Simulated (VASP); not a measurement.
# SiO2 (P4_32_12) in VASP: a series of runs

SiO2 is run at these levels: LDA; tasks: single point.

All numbers are computed with VASP 6.6.1; they aren't measurements. Logs are shortened: lines on timing, memory, paths and dates and some standing lists are left out, and cuts for length are marked.

## Step 1: The cell of the first run

It takes space group P4_32_12 (No. 96, tetragonal). Conventional cell: a = 4.383 Å, b = 4.383 Å, c = 5.800 Å, α = 90.00°, β = 90.00°, γ = 90.00°. Within 2.1 Å of Si (site symmetry 2) lie 4 O at 1.59 to 1.60 Å. Within 2.1 Å of O (site symmetry 1) lie 2 Si at 1.59 to 1.60 Å.

## Step 2: Single point, LDA

Input file INCAR:

```
SYSTEM = SiO2
PREC = Accurate ; ENCUT = 1340
EDIFF = 1E-6 ; ISMEAR = 0
SIGMA = 0.02 ; LREAL = .FALSE.
LASPH = .TRUE. ; NELM = 120
ALGO = Normal ; ISIF = 2
LWAVE = .FALSE. ; LCHARG = .FALSE.
GGA = CA ; NBANDS = 44
GGA_COMPAT = .FALSE.
```

Input file KPOINTS:

```
Automatic mesh
0
G
  6 6 4
  0 0 0
```

Input file POSCAR:

```
SiO2
1.0
    4.3831531365      0.0000000000      0.0000000000
    0.0000000000      4.3831531365      0.0000000000
    0.0000000000      0.0000000000      5.8003184374
Si O
4 8
Direct
    0.1437518688      0.1437518688      0.0000000000
    0.3562481312      0.6437518688      0.7500000000
    0.6437518688      0.3562481312      0.2500000000
    0.8562481312      0.8562481312      0.5000000000
    0.7113088262      0.7188025911      0.7316443109
    0.2886911738      0.2811974089      0.2316443109
    0.7188025911      0.7113088262      0.2683556891
    0.2188025911      0.7886911738      0.9816443109
    0.2811974089      0.2886911738      0.7683556891
    0.2113088262      0.7811974089      0.5183556891
    0.7886911738      0.2188025911      0.0183556891
    0.7811974089      0.2113088262      0.4816443109
```

Potentials or basis: VASP PAW LDA potentials, release 64 (Si, O_h).

Started as:

```sh
> cat potpaw_LDA.64/Si/POTCAR potpaw_LDA.64/O_h/POTCAR > POTCAR
> mpirun -np 1 vasp_std > vasp.out
```

OUTCAR:

```text
SYSTEM = SiO2
   PREC = Accurate
   ENCUT = 1340
   EDIFF = 1E-6
   ISMEAR = 0
   LREAL = .FALSE.
   LASPH = .TRUE.
   NELM = 120
   ISIF = 2
   GGA = CA

 ion  position               nearest neighbor table
   1  0.144  0.144  0.000-   8 1.59  11 1.59   9 1.60   6 1.60   2 2.79   3 2.79   2 2.79   3 2.79

   2  0.356  0.644  0.750-   5 1.59   9 1.59   8 1.60  10 1.60   1 2.79   4 2.79   1 2.79   4 2.79

   3  0.644  0.356  0.250-   6 1.59   7 1.59  11 1.60  12 1.60   1 2.79   4 2.79   4 2.79   1 2.79

   4  0.856  0.856  0.500-  10 1.59  12 1.59   5 1.60   7 1.60   2 2.79   3 2.79   3 2.79   2 2.79

   5  0.711  0.719  0.732-   2 1.59   4 1.60
   6  0.289  0.281  0.232-   3 1.59   1 1.60
   7  0.719  0.711  0.268-   3 1.59   4 1.60
   8  0.219  0.789  0.982-   1 1.59   2 1.60
   9  0.281  0.289  0.768-   2 1.59   1 1.60
  10  0.211  0.781  0.518-   4 1.59   2 1.60
  11  0.789  0.219  0.018-   1 1.59   3 1.60
  12  0.781  0.211  0.482-   4 1.59   3 1.60

  LATTYP: Found a simple tetragonal cell.
 ALAT       =     4.3831531365
 C/A-ratio  =     1.3233209648

  Lattice vectors:

 A1 = (   4.3831531365,   0.0000000000,   0.0000000000)
 A2 = (   0.0000000000,   4.3831531365,   0.0000000000)
 A3 = (   0.0000000000,   0.0000000000,   5.8003184374)

Analysis of symmetry for initial positions (statically):
=====================================================================
 Subroutine PRICEL returns:
 Original cell was already a primitive cell.

 Routine SETGRP: Setting up the symmetry group for a
 simple tetragonal supercell.

 Subroutine GETGRP returns: Found  8 space group operations
 (whereof  2 operations were pure point group operations)
 out of a pool of 16 trial point group operations.

The static configuration has the point symmetry C_2 .
 The point group associated with its full space group is D_4 .

Analysis of symmetry for dynamics (positions and initial velocities):
=====================================================================
 Subroutine PRICEL returns:
 Original cell was already a primitive cell.

 Routine SETGRP: Setting up the symmetry group for a
 simple tetragonal supercell.

 Subroutine GETGRP returns: Found  8 space group operations
 (whereof  2 operations were pure point group operations)
 out of a pool of 16 trial point group operations.

The dynamic configuration has the point symmetry C_2 .
 The point group associated with its full space group is D_4 .

 Subroutine INISYM returns: Found  8 space group operations
 (whereof  2 operations are pure point group operations),
 and found     1 'primitive' translations

----------------------------------------------------------------------------------------

                                     Primitive cell

  volume of cell :     111.4359

  direct lattice vectors                    reciprocal lattice vectors
     4.383153136  0.000000000  0.000000000     0.228146261  0.000000000  0.000000000
     0.000000000  4.383153136  0.000000000     0.000000000  0.228146261  0.000000000
     0.000000000  0.000000000  5.800318437     0.000000000  0.000000000  0.172404328

  length of vectors
     4.383153136  4.383153136  5.800318437     0.228146261  0.228146261  0.172404328

  position of ions in fractional coordinates (direct lattice)
     0.143751869  0.143751869  0.000000000
     0.356248131  0.643751869  0.750000000
     0.643751869  0.356248131  0.250000000
     0.856248131  0.856248131  0.500000000
     0.711308826  0.718802591  0.731644311
     0.288691174  0.281197409  0.231644311
     0.718802591  0.711308826  0.268355689
     0.218802591  0.788691174  0.981644311
     0.281197409  0.288691174  0.768355689
     0.211308826  0.781197409  0.518355689
     0.788691174  0.218802591  0.018355689
     0.781197409  0.211308826  0.481644311

  ion indices of the primitive-cell ions
   primitive index   ion index
                 1           1
                 2           2
                 3           3
                 4           4
                 5           5
                 6           6
                 7           7
                 8           8
                 9           9
                10          10
                11          11
                12          12

----------------------------------------------------------------------------------------

 KPOINTS: Automatic mesh

Automatic generation of k-mesh.
 Grid dimensions read from file:
 generate k-points for:    6    6    4

 Generating k-lattice:

  Cartesian coordinates                     Fractional coordinates (reciprocal lattice)
     0.038024377  0.000000000  0.000000000     0.166666667  0.000000000  0.000000000
     0.000000000  0.038024377  0.000000000     0.000000000  0.166666667  0.000000000
     0.000000000  0.000000000  0.043101082     0.000000000  0.000000000  0.250000000

  Length of vectors
     0.038024377  0.038024377  0.043101082

  Shift w.r.t. Gamma in fractional coordinates (k-lattice)
     0.000000000  0.000000000  0.000000000

 Subroutine IBZKPT returns following result:
 ===========================================

 Found     30 irreducible k-points:

 Following reciprocal coordinates:
            Coordinates               Weight
  0.000000  0.000000  0.000000      1.000000
  0.166667  0.000000  0.000000      4.000000
  0.333333  0.000000  0.000000      4.000000
  0.500000  0.000000  0.000000      2.000000
  0.166667  0.166667  0.000000      4.000000
  0.333333  0.166667  0.000000      8.000000
[... 16 lines left out ...]
  0.333333  0.000000  0.500000      4.000000
  0.500000  0.000000  0.500000      2.000000
 [... further k-points ...]
   k-points           NKPTS =     30   k-points in BZ     NKDIM =     30   number of bands    NBANDS=     44
   number of dos      NEDOS =    301   number of ions     NIONS =     12
   total plane-waves  NPLWV = 204120
   dimension x,y,z NGX =    54 NGY =   54 NGZ =   70
   dimension x,y,z NGXF=   108 NGYF=  108 NGZF=  140
   ions per type =               4   8
   NGX,Y,Z   is equivalent  to a cutoff of  20.48, 20.48, 20.06 a.u.
   NGXF,Y,Z  is equivalent  to a cutoff of  40.96, 40.96, 40.13 a.u.
 SYSTEM =  SiO2
   PREC   = accura    normal or accurate (medium, high low for compatibility)
   ISTART =      0    job   : 0-new  1-cont  2-samecut
   ICHARG =      2    charge: 1-file 2-atom 10-const
   ISPIN  =      1    spin polarized calculation?
   LNONCOLLINEAR =      F non collinear calculations
   LSORBIT =      F    spin-orbit coupling
   LASPH  =      T    aspherical Exc in radial PAW
   ENCUT  = 1340.0 eV  98.49 Ry    9.92 a.u.  13.08 13.08 17.31*2*pi/ulx,y,z
   NELM   =    120;   NELMIN=  2; NELMDL= -5     # of ELM steps
   EDIFF  = 0.1E-05   stopping-criterion for ELM
   LREAL  =      F    real-space projection
[... 7 lines left out ...]
   TEBEG  =    0.0;   TEEND  =   0.0 temperature during run
   PSTRESS=    0.0 pullay stress
   NELECT =      64.0000    total number of electrons
   NUPDOWN=      -1.0000    fix difference up-down
   EMIN   =  10.00;   EMAX   =-10.00  energy-range for DOS
   EFERMI =   0.00;   METHOD = LEGACY
   ISMEAR =     0;   SIGMA  =   0.02  broadening in eV -4-tet -1-fermi 0-gaus
   EFERMI_NEDOS =   21; number of points for ismear=-14 and -15
   IALGO  =     38    algorithm
   IMIX   =      4    mixing-type and parameters
     AMIX     =   0.40;   BMIX     =  1.00
     AMIX_MAG =   1.60;   BMIX_MAG =  1.00
  volume/ion in A,a.u.               =       9.29        62.67
  Fermi-wavevector in a.u.,A,eV,Ry     =   1.360796  2.571532 25.194813  1.851767
  Thomas-Fermi vector in A             =   2.487428
   LORBIT       =      0    0 simple, 1 ext, 2 COOP (PROOUT), +10 PAW based schemes
   GGA     = CA    functional components
   LHFCALC =     F    Hartree Fock is set to
   AEXX    =    0.0000 exact exchange contribution
   IVDW    =     0    specifies the selected vdW correction
   LEPSILON=     F    determine dielectric tensor
   LRPA    =     F    only Hartree local field effects (RPA)
 non-spin polarized calculation
 Gauss-broadening in eV      SIGMA  =   0.02
  energy-cutoff  :     1340.00
  volume of cell :      111.44
 maximum number of plane-waves:     12456
 NGX is ok and might be reduce to    54
   NGX = 27   NGY = 27   NGZ = 35

 number of electron      64.0000001 magnetization

 Free energy of the ion-electron system (eV)
  ---------------------------------------------------
  ext. energy  EPLUGINS =         0.00000000
  ---------------------------------------------------
  free energy    TOTEN  =      -101.97045499 eV

  energy without entropy =     -101.97045499  energy(sigma->0) =     -101.97045499

 E-fermi :   5.0566     XC(G=0): -11.5884

 val. band max:        4.9269317926   @ k =   0.0000   0.0000   0.0000
 cond. band min:      10.9442735153   @ k =   0.0000   0.0000   0.0000
 fundamental gap:      6.0173417228
 Fermi energy:         5.0566117340

 k-point     1 :       0.0000    0.0000    0.0000
  band No.  band energies     occupation
      1     -15.6268      2.00000
      2     -14.0474      2.00000
      3     -14.0474      2.00000
      4     -12.7333      2.00000
      5     -12.7333      2.00000
      6     -12.7229      2.00000
[... 36 lines left out ...]
     43      17.2795      0.00000
     44      17.6553      0.00000

 k-point     2 :       0.1667    0.0000    0.0000
  band No.  band energies     occupation
      1     -15.5185      2.00000
      2     -14.1041      2.00000
      3     -13.9581      2.00000
      4     -12.8765      2.00000
      5     -12.7598      2.00000
      6     -12.7008      2.00000
[... 36 lines left out ...]
     43      17.2114      0.00000
     44      17.5694      0.00000

 k-point     3 :       0.3333    0.0000    0.0000
  band No.  band energies     occupation
      1     -15.2120      2.00000
      2     -14.3438      2.00000
      3     -13.7119      2.00000
      4     -13.1195      2.00000
      5     -12.8257      2.00000
      6     -12.7580      2.00000
[... 36 lines left out ...]
     43      16.3788      0.00000
     44      17.0656      0.00000

 k-point     4 :       0.5000    0.0000    0.0000
  band No.  band energies     occupation
      1     -14.7729      2.00000
      2     -14.7729      2.00000
      3     -13.3869      2.00000
      4     -13.3869      2.00000
      5     -12.8649      2.00000
      6     -12.8649      2.00000
[... 882 lines left out ...]
     43      17.3651      0.00000
     44      17.3818      0.00000

 k-point    23 :       0.3333    0.0000    0.5000
  band No.  band energies     occupation
      1     -14.8260      2.00000
      2     -14.8260      2.00000
      3     -13.4810      2.00000
      4     -13.4810      2.00000
      5     -12.7418      2.00000
      6     -12.7418      2.00000
[... 36 lines left out ...]
     43      16.8793      0.00000
     44      16.8838      0.00000

 k-point    24 :       0.5000    0.0000    0.5000
  band No.  band energies     occupation
      1     -14.6613      2.00000
      2     -14.6613      2.00000
      3     -13.6854      2.00000
      4     -13.6854      2.00000
      5     -12.7049      2.00000
      6     -12.7049      2.00000
[... 36 lines left out ...]
     43      16.8372      0.00000
     44      16.8390      0.00000

 [... further k-points ...]

------------------------ aborting loop because EDIFF is reached ----------------------------------------

  FORCE on cell =-STRESS in cart. coord.  units (eV):
  Direction    XX          YY          ZZ          XY          YZ          ZX
  --------------------------------------------------------------------------------------
  -------------------------------------------------------------------------------------
  Total       14.1964319     14.1964319     14.2172877      0.0000000      0.0000000      0.0000000
  in kB      204.1101778    204.1101778    204.4100332      0.0000000      0.0000000      0.0000000
  external PRESSURE =     204.2101296 kB  Pullay stress =       0.0000000 kB

 VOLUME and BASIS-vectors are now :
 -----------------------------------------------------------------------------
  energy-cutoff  :     1340.00
  volume of cell :      111.44
      direct lattice vectors                 reciprocal lattice vectors
     4.383153136  0.000000000  0.000000000     0.228146261  0.000000000  0.000000000
     0.000000000  4.383153136  0.000000000     0.000000000  0.228146261  0.000000000
     0.000000000  0.000000000  5.800318437     0.000000000  0.000000000  0.172404328

 POSITION                                       TOTAL-FORCE (eV/Angst)
 -----------------------------------------------------------------------------------
      0.63009      0.63009      0.00000        -0.004361     -0.004361     -0.000000
      1.56149      2.82166      4.35024         0.004361     -0.004361     -0.000000
      2.82166      1.56149      1.45008        -0.004361      0.004361     -0.000000
      3.75307      3.75307      2.90016         0.004361      0.004361     -0.000000
      3.11778      3.15062      4.24377         0.033015     -0.012060      0.047920
      1.26538      1.23253      1.34361        -0.033015      0.012060      0.047920
      3.15062      3.11778      1.55655        -0.012060      0.033015     -0.047920
      0.95905      3.45695      5.69385        -0.012060     -0.033015      0.047920
      1.23253      1.26538      4.45671         0.012060     -0.033015     -0.047920
      0.92620      3.42411      3.00663         0.033015      0.012060     -0.047920
      3.45695      0.95905      0.10647        -0.033015     -0.012060     -0.047920
      3.42411      0.92620      2.79369         0.012060      0.033015      0.047920
 -----------------------------------------------------------------------------------
    total drift:                                0.000000     -0.000000      0.000000

  FREE ENERGIE OF THE ION-ELECTRON SYSTEM (eV)
  ---------------------------------------------------
  free  energy   TOTEN  =      -101.9704549898 eV

  energy  without entropy=     -101.9704549898  energy(sigma->0) =     -101.97045499
```

Wall time 12 min (1 thread of Intel Xeon Platinum 8259CL at 2.50GHz (Skylake/Cascade Lake), shared host); peak memory 0.64 GiB.

Results:

```yaml
Free_energy: -101.9705 eV
Pressure: 20.4 GPa
Largest_force: 0.059 eV/Å
Band_gap_on_the_k_mesh: 6.02 eV
```

Forces in eV/Å, atoms in the order of the input:
```
Si  -0.004 -0.004  0.000
Si   0.004 -0.004  0.000
Si  -0.004  0.004  0.000
Si   0.004  0.004  0.000
O    0.033 -0.012  0.048
O   -0.033  0.012  0.048
O   -0.012  0.033 -0.048
O   -0.012 -0.033  0.048
O    0.012 -0.033 -0.048
O    0.033  0.012 -0.048
O   -0.033 -0.012 -0.048
O    0.012  0.033  0.048
```

Levels at points of the mesh, in eV from the valence-band top:
```tsv
k point	band 28	band 29	band 30	band 31	band 32	band 33	band 34	band 35	band 36	band 37
(0.00, 0.00, 0.00)	-1.53	-1.09	-1.07	-1.07	0.00	6.02	8.05	8.48	8.48	9.36
(0.50, 0.00, 0.00)	-1.37	-0.98	-0.98	-0.73	-0.73	8.43	8.43	8.99	8.99	9.72
(0.50, 0.50, 0.00)	-1.13	-1.06	-1.06	-0.84	-0.84	7.65	7.65	8.74	8.74	9.26
(0.00, 0.00, 0.50)	-1.38	-1.31	-1.31	-0.71	-0.71	7.27	7.27	8.62	8.62	10.49
(0.50, 0.00, 0.50)	-1.59	-1.10	-1.10	-0.57	-0.57	8.96	8.96	9.38	9.38	10.01
(0.50, 0.50, 0.50)	-1.65	-0.63	-0.63	-0.63	-0.63	8.47	8.47	8.47	8.47	9.89
```

Caveat: the cell stands under pressure.

## Step 3: Single point, LDA

This run uses another cell than the first one, of 10.28 Å³/atom.

Input file INCAR:

```
SYSTEM = SiO2
PREC = Accurate
ENCUT = 1340
EDIFF = 1E-6
ISMEAR = 0
SIGMA = 0.02
LREAL = .FALSE.
LASPH = .TRUE.
NELM = 120
ALGO = Normal
ISIF = 2
LWAVE = .FALSE.
LCHARG = .FALSE.
NBANDS = 44
GGA_COMPAT = .FALSE.
```

KPOINTS is that of step 2.

Input file POSCAR:

```
SiO2
1.0
    4.5259704670      0.0000000000      0.0000000000
    0.0000000000      4.5259704670      0.0000000000
    0.0000000000      0.0000000000      6.0204480330
Si O
4 8
Direct
    0.1547038355      0.1547038355      0.0000000000
    0.3452961645      0.6547038355      0.7500000000
    0.6547038355      0.3452961645      0.2500000000
    0.8452961645      0.8452961645      0.5000000000
    0.6911271682      0.7200339217      0.7216697877
    0.3088728318      0.2799660783      0.2216697877
    0.7200339217      0.6911271682      0.2783302123
    0.2200339217      0.8088728318      0.9716697877
    0.2799660783      0.3088728318      0.7783302123
    0.1911271682      0.7799660783      0.5283302123
    0.8088728318      0.2200339217      0.0283302123
    0.7799660783      0.1911271682      0.4716697877
```

Potentials or basis: VASP PAW LDA potentials, release 64 (Si, O_h).

Started as:

```sh
> cat potpaw_LDA.64/Si/POTCAR potpaw_LDA.64/O_h/POTCAR > POTCAR
> mpirun -np 1 vasp_std > vasp.out
```

Wall time 15 min (1 thread of Intel Xeon Platinum 8488C (Sapphire Rapids), shared host); peak memory 0.66 GiB.

It converged, with:

* Free energy: -103.0577 eV
* Pressure: 10.4 GPa
* Largest force: 0.053 eV/Å
* Band gap on the k mesh: 6.00 eV

Forces in eV/Å, atoms in the order of the input:
```
Si  -0.004 -0.004  0.000
Si   0.004 -0.004  0.000
Si  -0.004  0.004  0.000
Si   0.004  0.004  0.000
O    0.030 -0.010  0.043
O   -0.030  0.010  0.043
O   -0.010  0.030 -0.043
O   -0.010 -0.030  0.043
O    0.010 -0.030 -0.043
O    0.030  0.010 -0.043
O   -0.030 -0.010 -0.043
O    0.010  0.030  0.043
```

Levels at points of the mesh, in eV from the valence-band top:
| k point | band 30 | band 31 | band 32 | band 33 | band 34 | band 35 |
| --- | --- | --- | --- | --- | --- | --- |
| (0.00, 0.00, 0.00) | -0.92 | -0.92 | 0.00 | 6.00 | 8.56 | 8.58 |
| (0.50, 0.00, 0.00) | -0.94 | -0.61 | -0.61 | 8.34 | 8.34 | 8.99 |
| (0.50, 0.50, 0.00) | -0.85 | -0.64 | -0.64 | 8.06 | 8.06 | 8.79 |
| (0.00, 0.00, 0.50) | -1.15 | -0.54 | -0.54 | 7.50 | 7.50 | 8.62 |
| (0.50, 0.00, 0.50) | -1.00 | -0.41 | -0.41 | 8.83 | 8.83 | 9.50 |
| (0.50, 0.50, 0.50) | -0.50 | -0.50 | -0.50 | 8.78 | 8.78 | 8.78 |

Caveat: the cell stands under pressure. A k mesh can miss the band edges.
